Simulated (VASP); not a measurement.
Wanted: the native input for a VASP 6.6.1 run.

- Task: single point
- Functional: PBE
- Potentials or basis: VASP PAW PBE potentials, release 64 (Mg, S)
- Cutoff: 520 eV
- k mesh: 6 × 6 × 6
- Occupations: gaussian, width 0.01 eV
- Spin: no spin polarisation
- Dipole correction: no
- Further INCAR settings: ALGO = Normal; EDIFF = 1e-07; NBANDS = 11

The structure of MgS (Niningerite) lies in POSCAR:

```
MgS
1.0
    0.0000000000      2.5575457170      2.5575457170
    2.5575457170      0.0000000000      2.5575457170
    2.5575457170      2.5575457170      0.0000000000
Mg S
1 1
Direct
    0.0000000000      0.0000000000      0.0000000000
    0.5000000000      0.5000000000      0.5000000000
```

The input as run:

INCAR

```
SYSTEM = MgS
PREC     = Accurate       ! precision mode
ENCUT    = 520            ! plane-wave cutoff, eV
EDIFF    = 1E-7           ! SCF threshold, eV
ISMEAR   = 0              ! smearing method
SIGMA    = 0.01           ! smearing width, eV
LREAL    = .FALSE.        ! projectors in reciprocal space
LASPH    = .TRUE.         ! aspherical terms in the spheres
NELM     = 60             ! most SCF steps
ALGO     = Normal         ! electronic algorithm
ISIF     = 2              ! what is computed and relaxed
LWAVE    = .FALSE.        ! write WAVECAR
LCHARG   = .TRUE.         ! write CHGCAR
GGA      = PE             ! functional
LELF     = .TRUE.         ! ELF
LVHAR    = .TRUE.       
NBANDS   = 11             ! bands
```

KPOINTS

```
Automatic mesh
0
G
  6 6 6
  0 0 0
```

Potentials or basis: VASP PAW PBE potentials, release 64 (Mg, S).

Run with:

```console
$ cat potpaw_PBE.64/Mg/POTCAR potpaw_PBE.64/S/POTCAR > POTCAR
$ mpirun -np 1 vasp_std > vasp.out
```

It gave:

* Pressure: 5.3 GPa
* Band gap on the k mesh: 2.88 eV, indirect (least direct gap 4.13 eV)

It took 8 s on 1 thread of Intel Xeon 6975P-C, on a shared host, peak memory 0.15 GiB.
